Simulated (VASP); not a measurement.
# Ti (Im-3m) in VASP: further runs, part 3 of 3

VASP 6.6.1. Earlier steps stand in the parts before.

## Step 5: Electric field gradients, PBEsol (volume scaled by 1.04)

INCAR reads:

```
PREC = Accurate
ENCUT = 520
EDIFF = 1E-8
ISMEAR = -1
SIGMA = 0.05
LREAL = False
LASPH = True
NELM = 80
ALGO = Normal
ISIF = 2
LWAVE = False
LCHARG = False
GGA = PS
LEFG = True
NBANDS = 12
```

KPOINTS reads:

```
Automatic mesh
0
Gamma
  14 14 14
```

POSCAR reads:

```
Ti
1.0
   -1.6625945817      1.6625945817      1.6625945817
    1.6625945817     -1.6625945817      1.6625945817
    1.6625945817      1.6625945817     -1.6625945817
Ti
1
Direct
    0.0000000000      0.0000000000      0.0000000000
```

Potentials or basis: VASP PAW PBE potentials, release 64 (Ti_sv).

Started as:

```console
$ cat potpaw_PBE.64/Ti_sv/POTCAR > POTCAR
$ mpirun -np 1 vasp_std > vasp.out
```

OUTCAR:

```text
PREC = Accurate
   ENCUT = 520
   EDIFF = 1E-8
   ISMEAR = -1
   LREAL = False
   LASPH = True
   NELM = 80
   ISIF = 2
   GGA = PS

 ion  position               nearest neighbor table
   1  0.000  0.000  0.000-

  LATTYP: Found a body centered cubic cell.
 ALAT       =     3.3251891634

  Lattice vectors:

 A1 = (  -1.6625945817,   1.6625945817,   1.6625945817)
 A2 = (   1.6625945817,  -1.6625945817,   1.6625945817)
 A3 = (   1.6625945817,   1.6625945817,  -1.6625945817)

Analysis of symmetry for initial positions (statically):
=====================================================================
 Subroutine PRICEL returns:
 Original cell was already a primitive cell.

 Routine SETGRP: Setting up the symmetry group for a
 body centered cubic supercell.

 Subroutine GETGRP returns: Found 48 space group operations
 (whereof 48 operations were pure point group operations)
 out of a pool of 48 trial point group operations.

The static configuration has the point symmetry O_h .

Analysis of symmetry for dynamics (positions and initial velocities):
=====================================================================
 Subroutine PRICEL returns:
 Original cell was already a primitive cell.

 Routine SETGRP: Setting up the symmetry group for a
 body centered cubic supercell.

 Subroutine GETGRP returns: Found 48 space group operations
 (whereof 48 operations were pure point group operations)
 out of a pool of 48 trial point group operations.

The dynamic configuration has the point symmetry O_h .

 Subroutine INISYM returns: Found 48 space group operations
 (whereof 48 operations are pure point group operations),
 and found     1 'primitive' translations

----------------------------------------------------------------------------------------

                                     Primitive cell

  volume of cell :      18.3831

  direct lattice vectors                    reciprocal lattice vectors
    -1.662594582  1.662594582  1.662594582     0.000000000  0.300734771  0.300734771
     1.662594582 -1.662594582  1.662594582     0.300734771  0.000000000  0.300734771
     1.662594582  1.662594582 -1.662594582     0.300734771  0.300734771  0.000000000

  length of vectors
     2.879698288  2.879698288  2.879698288     0.425303191  0.425303191  0.425303191

  position of ions in fractional coordinates (direct lattice)
     0.000000000  0.000000000  0.000000000

  ion indices of the primitive-cell ions
   primitive index   ion index
                 1           1

----------------------------------------------------------------------------------------

 KPOINTS: Automatic mesh

Automatic generation of k-mesh.
 Grid dimensions read from file:
 generate k-points for:   14   14   14

 Generating k-lattice:

[... 65 lines left out ...]
   IBRION =     -1    ionic relax: 0-MD 1-quasi-New 2-CG
   NFREE  =      0    steps in history (QN), initial steepest desc. (CG)
   ISIF   =      2    stress and relaxation
   ISYM   =      2    0-nonsym 1-usesym 2-fastsym
   POTIM  = 0.5000    time-step for ionic-motion
   TEBEG  =    0.0;   TEEND  =   0.0 temperature during run
   PSTRESS=    0.0 pullay stress
   NELECT =      12.0000    total number of electrons
   NUPDOWN=      -1.0000    fix difference up-down
   EMIN   =  10.00;   EMAX   =-10.00  energy-range for DOS
   EFERMI =   0.00;   METHOD = LEGACY
   ISMEAR =    -1;   SIGMA  =   0.05  broadening in eV -4-tet -1-fermi 0-gaus
   EFERMI_NEDOS =   21; number of points for ismear=-14 and -15
   IALGO  =     38    algorithm
   IMIX   =      4    mixing-type and parameters
     AMIX     =   0.40;   BMIX     =  1.00
     AMIX_MAG =   1.60;   BMIX_MAG =  1.00
  volume/ion in A,a.u.               =      18.38       124.06
  Fermi-wavevector in a.u.,A,eV,Ry     =   1.420133  2.683661 27.439910  2.016777
  Thomas-Fermi vector in A             =   2.541080
   LORBIT       =      0    0 simple, 1 ext, 2 COOP (PROOUT), +10 PAW based schemes
   GGA     = PS    functional components
   LHFCALC =     F    Hartree Fock is set to
   AEXX    =    0.0000 exact exchange contribution
   IVDW    =     0    specifies the selected vdW correction
   LEPSILON=     F    determine dielectric tensor
   LRPA    =     F    only Hartree local field effects (RPA)
 non-spin polarized calculation
  energy-cutoff  :      520.00
  volume of cell :       18.38
 maximum number of plane-waves:       531
 NGX is ok and might be reduce to    24
   NGX = 11   NGY = 11   NGZ = 11

 number of electron      12.0000004 magnetization

 Free energy of the ion-electron system (eV)
  ---------------------------------------------------
  ext. energy  EPLUGINS =         0.00000000
  ---------------------------------------------------
  free energy    TOTEN  =        -8.18061721 eV

  energy without entropy =       -8.15905517  energy(sigma->0) =       -8.16983619

 E-fermi :   7.3772     XC(G=0): -11.3640

 val. band max:        7.3705920933   @ k =   0.2143   0.1429   0.0000
 cond. band min:       7.4005708537   @ k =  -0.2857   0.3571   0.0714
 fundamental gap:      0.0299787604
 Fermi energy:         7.3771653360

 k-point     1 :       0.0000    0.0000    0.0000
  band No.  band energies     occupation
      1     -49.0306      2.00000
      2     -25.0416      2.00000
      3     -25.0416      2.00000
      4     -25.0416      2.00000
      5       1.5594      2.00000
      6       8.3139      0.00000
      7       8.3139      0.00000
      8       8.3139      0.00000
      9       9.9645      0.00000
     10       9.9645      0.00000
     11      24.4034      0.00000
     12      24.4034      0.00000
[... 331 lines left out ...]
 k-point    24 :       0.3571    0.2857    0.0000
  band No.  band energies     occupation
      1     -48.9119      2.00000
      2     -25.4720      2.00000
      3     -25.3843      2.00000
      4     -25.1104      2.00000
      5       6.3414      2.00000
      6       6.8759      1.99991
      7       7.0241      1.99829
      8      10.0523      0.00000
      9      10.2661      0.00000
     10      14.0799      0.00000
     11      15.3177      0.00000
     12      16.3035      0.00000

 [... further k-points ...]
[... 5 lines left out ...]
  --------------------------------------------------------------------------------------
  -------------------------------------------------------------------------------------
  Total       -1.1542458     -1.1542458     -1.1542458      0.0000000      0.0000000     -0.0000000
  in kB     -100.5981047   -100.5981047   -100.5981047      0.0000000      0.0000000     -0.0000000
  external PRESSURE =    -100.5981047 kB  Pullay stress =       0.0000000 kB

 VOLUME and BASIS-vectors are now :
 -----------------------------------------------------------------------------
  energy-cutoff  :      520.00
  volume of cell :       18.38
      direct lattice vectors                 reciprocal lattice vectors
    -1.662594582  1.662594582  1.662594582     0.000000000  0.300734771  0.300734771
     1.662594582 -1.662594582  1.662594582     0.300734771  0.000000000  0.300734771
     1.662594582  1.662594582 -1.662594582     0.300734771  0.300734771  0.000000000

 POSITION                                       TOTAL-FORCE (eV/Angst)
 -----------------------------------------------------------------------------------
      0.00000      0.00000      0.00000         0.000000     -0.000000     -0.000000
 -----------------------------------------------------------------------------------
    total drift:                                0.000000      0.000000      0.000000

  FREE ENERGIE OF THE ION-ELECTRON SYSTEM (eV)
  ---------------------------------------------------
  free  energy   TOTEN  =        -8.1806172127 eV

  energy  without entropy=       -8.1590551703  energy(sigma->0) =       -8.16983619

 Electric field gradients (V/A^2)
---------------------------------------------------------------------
 ion       V_xx      V_yy      V_zz      V_xy      V_xz      V_yz
---------------------------------------------------------------------
   1       0.000    -0.000    -0.000     0.001     0.001     0.001
---------------------------------------------------------------------

 Electric field gradients after diagonalization (V/A^2)
 (convention: |V_zz| > |V_xx| > |V_yy|)
----------------------------------------------------------------------
 ion       V_xx      V_yy      V_zz     asymmetry (V_yy - V_xx)/ V_zz
----------------------------------------------------------------------
   1      -0.001    -0.001     0.002       0.000
----------------------------------------------------------------------

           NMR quadrupolar parameters

 Cq : quadrupolar parameter    Cq=e*Q*V_zz/h
 eta: asymmetry parameters     (V_yy - V_xx)/ V_zz
 Q  : nuclear electric quadrupole moment in mb (millibarn)
----------------------------------------------------------------------
 ion       Cq(MHz)       eta       Q (mb)
----------------------------------------------------------------------
   1       0.000       0.000       1.000
----------------------------------------------------------------------
```

OSZICAR:

```text
N       E                     dE             d eps       ncg     rms          rms(c)
DAV:   1     0.866087694299E+02    0.86609E+02   -0.65168E+03  2504   0.119E+03
DAV:   2    -0.509339986645E+01   -0.91702E+02   -0.89274E+02  2544   0.295E+02
DAV:   3    -0.937860543469E+01   -0.42852E+01   -0.42343E+01  3476   0.654E+01
DAV:   4    -0.947531816669E+01   -0.96713E-01   -0.96524E-01  2824   0.851E+00
DAV:   5    -0.947763571987E+01   -0.23176E-02   -0.23175E-02  2960   0.120E+00    0.830E+00
DAV:   6    -0.817835020742E+01    0.12993E+01   -0.33406E+00  2700   0.246E+01    0.191E+00
DAV:   7    -0.817419774095E+01    0.41525E-02   -0.70246E-02  2872   0.255E+00    0.120E+00
DAV:   8    -0.818020481038E+01   -0.60071E-02   -0.33226E-02  2712   0.212E+00    0.955E-02
DAV:   9    -0.818058119912E+01   -0.37639E-03   -0.14539E-03  2996   0.368E-01    0.609E-02
DAV:  10    -0.818062234110E+01   -0.41142E-04   -0.25229E-04  2720   0.146E-01    0.163E-02
DAV:  11    -0.818061713708E+01    0.52040E-05   -0.31594E-05  2824   0.760E-02    0.100E-02
DAV:  12    -0.818061710942E+01    0.27655E-07   -0.21590E-06  3128   0.152E-02    0.673E-04
DAV:  13    -0.818061735285E+01   -0.24343E-06   -0.17194E-07  2928   0.425E-03    0.197E-03
DAV:  14    -0.818061723511E+01    0.11775E-06   -0.52621E-08  2604   0.299E-03    0.368E-04
DAV:  15    -0.818061721484E+01    0.20267E-07   -0.25238E-09  1612   0.608E-04    0.455E-05
DAV:  16    -0.818061721272E+01    0.21255E-08   -0.50697E-10  1320   0.239E-04
   1 F= -.81806172E+01 E0= -.81698362E+01  d E =-.215620E-01
```

stdout:

```text
POSCAR found type information on POSCAR Ti
 POSCAR found :  1 types and       1 ions
 scaLAPACK will be used
 -----------------------------------------------------------------------------
|                                                                             |
|                                                                             |
|     You enforced a specific xc type in the INCAR file but a different       |
|     I HOPE YOU KNOW WHAT YOU ARE DOING!                                     |
|                                                                             |
 -----------------------------------------------------------------------------

 LDA part: xc-table for (Slater+PW92), standard interpolation
 POSCAR, INCAR and KPOINTS ok, starting setup
 FFT: planning ... GRIDC
 FFT: planning ... GRID_SOFT
 FFT: planning ... GRID
 WAVECAR not read
 entering main loop
ion   1
```

It took 8.6 s on 1 thread of Intel Xeon 6975P-C (Granite Rapids), shared host; peak memory 0.15 GiB.

Results:

| Property | Result |
| --- | --- |
| Free energy | -8.1806 eV |
| Pressure | -10.1 GPa |
| Band gap on the k mesh | zero (band 6 reaches 8.31 eV, above the bottom of band 7 at 6.75 eV) |

Caveat: without QUAD_EFG the Cq values of the log hold for a quadrupole moment of 1 mb, not for the nuclei; the PAW data sets were made with another functional, which shifts forces and pressure a little.

## Step 6: Overview

```tsv
cell	gap on the mesh (eV)	pressure (GPa)
a = 2.842 Å, angles 109.5°, 1 atom	none	-6.8
a = 2.833 Å, angles 109.5°, 1 atom	none	-5.9
a = 2.880 Å, angles 109.5°, 1 atom	none	-10.1
```

Alike in all rows: task electric field gradients; level PBEsol; potentials or basis VASP PAW PBE potentials, release 64 (Ti_sv); no spin polarisation; k mesh 14 × 14 × 14; cutoff (eV) 520; smearing fermi-dirac 0.05 eV.

Caveats: the PAW data sets were made with another functional, which shifts forces and pressure a little.

Total energies depend on the potentials used, so only differences within one code and one set of settings carry meaning.
